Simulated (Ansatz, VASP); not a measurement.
## Ti: VASP beside Ansatz

```xyz
2
Lattice="2.9380 0.0000 0.0000 -1.4690 2.5444 0.0000 0.0000 0.0000 4.6520" Properties=species:S:1:pos:R:3 pbc="T T T"
Ti    0.0000    1.6962    1.1630
Ti    1.4690    0.8481    3.4890
```

Alike in both runs: functional PBE; k mesh 27 × 27 × 14; occupations methfessel-paxton of order 1, width 0.1 eV; no spin polarisation.

Ansatz relaxed the structure, and its values are those at the end. VASP's run is a single point on that final structure, the one shown.

```csv
,VASP,Ansatz
version,VASP 6.6.1,Ansatz 0.2.0
potentials or method,"VASP PAW PBE potentials, release 64 (Ti_sv)","scalar-relativistic, plane waves, PAW"
plane-wave cutoff (eV),520,420
valence electrons in the cell,24,24
```

|  | VASP | Ansatz | Ansatz less VASP |
| --- | --- | --- | --- |
| gap on the k mesh at the Fermi level (eV) | none | none | - |
| pressure (GPa) | -0.3 | 0.0 | +0.33 |

A gap of «none» marks a metal or a gap that the smearing closes. With one functional, cell and mesh, what is left measures potentials, basis and numerics.
